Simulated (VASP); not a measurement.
Runs of VASP 6.6.1 on Te. The structure is that of space group R-3m (No. 166), or close to it. The cells are those of the table. 

```tsv
cell	gap on the mesh (eV)	pressure (GPa)
a = 3.112 Å, angles 94.0°, 1 atom	none	1.3
a = 3.175 Å, angles 94.0°, 1 atom	none	-2.3
a = 3.196 Å, angles 94.0°, 1 atom	none	-3.2
a = 3.216 Å, angles 94.0°, 1 atom	none	(a)
a = 3.133 Å, angles 94.0°, 1 atom	none	(b)
```

Alike in all rows: task single point; level LDA; potentials or basis VASP PAW LDA potentials, release 64 (Te); no spin polarisation; k mesh 7 × 7 × 7; cutoff (eV) 520; smearing fermi-dirac 0.15 eV.

Question: Fill in the values left out.

Answer: (a) -4.0; (b) -0.1.

Caveats: spin-orbit coupling is left out, which moves the levels of the heavy elements.

A k mesh can miss the band edges, and the runs leave out spin-orbit coupling on Te.

A gap of «none» marks levels without a gap at the run's occupations.
